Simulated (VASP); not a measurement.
# NaF (I4/mmm) in VASP: single point with PBE

Aim: the single point of NaF with PBE.

Program: VASP 6.6.1. These are calculated values, not measurements. Logs are shortened: lines on timing, memory, paths and dates and some standing lists are left out, and cuts for length are marked.

**1. The cell of the first run**

The structure is tetragonal, space group I4/mmm (No. 139). Conventional cell: a = 3.233 Å, b = 3.233 Å, c = 4.800 Å, α = 90.00°, β = 90.00°, γ = 90.00°. Na (site symmetry 4/mmm) has 6 F at 2.29 to 2.40 Å within 3.0 Å. Within 3.0 Å of F (site symmetry 4/mmm) lie 6 Na at 2.29 to 2.40 Å.

**2. Single point, PBE**

INCAR reads:

```
  PREC = Accurate
  ENCUT = 520
  EDIFF = 1E-6
  ISMEAR = 0
  SIGMA = 0.05
  LREAL = False
  LASPH = True
  NELM = 80
  ALGO = Normal
  ISIF = 2
  LWAVE = False
  LCHARG = False
  GGA = PE
  NBANDS = 14
```

KPOINTS reads:

```
regular mesh
0
Gamma
  10 10 10
```

POSCAR reads:

```
NaF
1.0
    0.0000000000      2.2858208655      2.4001119087
    2.2858208655      0.0000000000      2.4001119087
    2.2858208655      2.2858208655      0.0000000000
Na F
1 1
Direct
    0.0000000000      0.0000000000      0.0000000000
    0.5000000000      0.5000000000      0.5000000000
```

Potentials or basis: VASP PAW PBE potentials, release 64 (Na_pv, F).

Started as:

```console
> cat potpaw_PBE.64/Na_pv/POTCAR potpaw_PBE.64/F/POTCAR > POTCAR
> mpirun -np 1 vasp_std > vasp.out
```

OUTCAR:

```text
PREC = Accurate
   ENCUT = 520
   EDIFF = 1E-6
   ISMEAR = 0
   LREAL = False
   LASPH = True
   NELM = 80
   ISIF = 2
   GGA = PE

 ion  position               nearest neighbor table
   1  0.000  0.000  0.000-   2 2.29   2 2.29   2 2.29   2 2.29
   2  0.500  0.500  0.500-   1 2.29   1 2.29   1 2.29   1 2.29

  LATTYP: Found a body centered tetragonal cell.
 ALAT       =     3.2326388691
 C/A-ratio  =     1.4849242404

  Lattice vectors:

 A1 = (  -2.2858208655,   0.0000000000,   2.4001119087)
 A2 = (   2.2858208655,   0.0000000000,   2.4001119087)
 A3 = (   0.0000000000,   2.2858208655,  -2.4001119087)

Analysis of symmetry for initial positions (statically):
=====================================================================
 Subroutine PRICEL returns:
 Original cell was already a primitive cell.

 Routine SETGRP: Setting up the symmetry group for a
 body centered tetragonal supercell.

 Subroutine GETGRP returns: Found 16 space group operations
 (whereof 16 operations were pure point group operations)
 out of a pool of 16 trial point group operations.

The static configuration has the point symmetry D_4h.

Analysis of symmetry for dynamics (positions and initial velocities):
=====================================================================
 Subroutine PRICEL returns:
 Original cell was already a primitive cell.

 Routine SETGRP: Setting up the symmetry group for a
 body centered tetragonal supercell.

 Subroutine GETGRP returns: Found 16 space group operations
 (whereof 16 operations were pure point group operations)
 out of a pool of 16 trial point group operations.

The dynamic configuration has the point symmetry D_4h.

 Subroutine INISYM returns: Found 16 space group operations
 (whereof 16 operations are pure point group operations),
 and found     1 'primitive' translations

----------------------------------------------------------------------------------------

                                     Primitive cell

  volume of cell :      25.0811

  direct lattice vectors                    reciprocal lattice vectors
     0.000000000  2.285820865  2.400111909    -0.218739800  0.218739800  0.208323619
     2.285820865  0.000000000  2.400111909     0.218739800 -0.218739800  0.208323619
     2.285820865  2.285820865  0.000000000     0.218739800  0.218739800 -0.208323619

  length of vectors
     3.314440255  3.314440255  3.232638869     0.372951647  0.372951647  0.372951647

  position of ions in fractional coordinates (direct lattice)
     0.000000000  0.000000000  0.000000000
     0.500000000  0.500000000  0.500000000

  ion indices of the primitive-cell ions
   primitive index   ion index
                 1           1
                 2           2
[... 87 lines left out ...]
   ISMEAR =     0;   SIGMA  =   0.05  broadening in eV -4-tet -1-fermi 0-gaus
   EFERMI_NEDOS =   21; number of points for ismear=-14 and -15
   IALGO  =     38    algorithm
   IMIX   =      4    mixing-type and parameters
     AMIX     =   0.40;   BMIX     =  1.00
     AMIX_MAG =   1.60;   BMIX_MAG =  1.00
  volume/ion in A,a.u.               =      12.54        84.63
  Fermi-wavevector in a.u.,A,eV,Ry     =   1.347935  2.547227 24.720809  1.816928
  Thomas-Fermi vector in A             =   2.475645
   LORBIT       =      0    0 simple, 1 ext, 2 COOP (PROOUT), +10 PAW based schemes
   GGA     = PE    functional components
   LHFCALC =     F    Hartree Fock is set to
   AEXX    =    0.0000 exact exchange contribution
   IVDW    =     0    specifies the selected vdW correction
   LEPSILON=     F    determine dielectric tensor
   LRPA    =     F    only Hartree local field effects (RPA)
 non-spin polarized calculation
 Gauss-broadening in eV      SIGMA  =   0.05
  energy-cutoff  :      520.00
  volume of cell :       25.08
 maximum number of plane-waves:       688
 NGX is ok and might be reduce to    28
   NGX = 13   NGY = 13   NGZ = 13

 number of electron      14.0000002 magnetization

 Free energy of the ion-electron system (eV)
  ---------------------------------------------------
  ext. energy  EPLUGINS =         0.00000000
  ---------------------------------------------------
  free energy    TOTEN  =        -8.55411021 eV

  energy without entropy =       -8.55411021  energy(sigma->0) =       -8.55411021

 E-fermi :  -1.9011     XC(G=0):  -9.1132

 val. band max:       -2.1207319837   @ k =   0.0000   0.0000   0.0000
 cond. band min:       4.1310012327   @ k =   0.0000   0.0000   0.0000
 fundamental gap:      6.2517332164
 Fermi energy:        -1.9010687472

 k-point     1 :       0.0000    0.0000    0.0000
  band No.  band energies     occupation
      1     -21.2827      2.00000
      2     -21.0959      2.00000
      3     -21.0766      2.00000
      4     -21.0766      2.00000
      5      -2.1209      2.00000
      6      -2.1207      2.00000
      7      -2.1207      2.00000
      8       4.1310      0.00000
      9      16.5914      0.00000
     10      16.9347      0.00000
     11      16.9348      0.00000
     12      19.6688      0.00000
     13      21.1402      0.00000
     14      22.5228      0.00000
[... 377 lines left out ...]
      1     -21.5142      2.00000
      2     -21.1316      2.00000
      3     -21.1092      2.00000
      4     -20.7465      2.00000
      5      -3.2886      2.00000
      6      -2.4687      2.00000
      7      -2.4018      2.00000
      8       8.2340      0.00000
      9      11.9663      0.00000
     10      14.1119      0.00000
     11      17.6556      0.00000
     12      17.7890      0.00000
     13      22.9142      0.00000
     14      24.8543      0.00000

 [... further k-points ...]

------------------------ aborting loop because EDIFF is reached ----------------------------------------

  FORCE on cell =-STRESS in cart. coord.  units (eV):
  Direction    XX          YY          ZZ          XY          YZ          ZX
  --------------------------------------------------------------------------------------
  -------------------------------------------------------------------------------------
  Total        0.4909542      0.4909542     -0.1109519      0.0000000      0.0000000      0.0000000
  in kB       31.3621402     31.3621402     -7.0876065      0.0000000      0.0000000      0.0000000
  external PRESSURE =      18.5455579 kB  Pullay stress =       0.0000000 kB

 VOLUME and BASIS-vectors are now :
 -----------------------------------------------------------------------------
  energy-cutoff  :      520.00
  volume of cell :       25.08
      direct lattice vectors                 reciprocal lattice vectors
     0.000000000  2.285820865  2.400111909    -0.218739800  0.218739800  0.208323619
     2.285820865  0.000000000  2.400111909     0.218739800 -0.218739800  0.208323619
     2.285820865  2.285820865  0.000000000     0.218739800  0.218739800 -0.208323619

 POSITION                                       TOTAL-FORCE (eV/Angst)
 -----------------------------------------------------------------------------------
      0.00000      0.00000      0.00000         0.000000      0.000000      0.000000
      2.28582      2.28582      2.40011        -0.000000     -0.000000      0.000000
 -----------------------------------------------------------------------------------
    total drift:                                0.000000      0.000000      0.000000

  FREE ENERGIE OF THE ION-ELECTRON SYSTEM (eV)
  ---------------------------------------------------
  free  energy   TOTEN  =        -8.5541102110 eV

  energy  without entropy=       -8.5541102110  energy(sigma->0) =       -8.55411021
```

stdout:

```text
POSCAR found type information on POSCAR NaF
 POSCAR found :  2 types and       2 ions
 scaLAPACK will be used
 LDA part: xc-table for (Slater+PW92), standard interpolation
 POSCAR, INCAR and KPOINTS ok, starting setup
 FFT: planning ... GRIDC
 FFT: planning ... GRID_SOFT
 FFT: planning ... GRID
 WAVECAR not read
 entering main loop
```

Run time: 59 s. Hardware: 1 thread of AMD EPYC 7R13, shared host; peak memory 0.13 GiB.

Results:

```yaml
Free_energy: -8.5541 eV
Pressure: 1.9 GPa
Band_gap_on_the_k_mesh: 6.25 eV
```

Levels at points of the mesh, in eV from the valence-band top:
| k point | band 4 | band 5 | band 6 | band 7 | band 8 | band 9 | band 10 | band 11 |
| --- | --- | --- | --- | --- | --- | --- | --- | --- |
| (0.00, 0.00, 0.00) | -18.96 | 0.00 | 0.00 | 0.00 | 6.25 | 18.71 | 19.06 | 19.06 |
| (0.50, 0.00, 0.00) | -18.18 | -1.57 | -0.27 | -0.23 | 10.73 | 12.39 | 19.60 | 20.50 |
| (0.50, 0.50, 0.00) | -18.93 | -1.31 | -0.35 | -0.35 | 12.65 | 13.42 | 13.60 | 20.06 |
| (0.50, 0.00, 0.50) | -18.91 | -1.23 | -0.46 | -0.39 | 13.14 | 13.31 | 13.59 | 19.24 |

 A k mesh can miss the band edges.
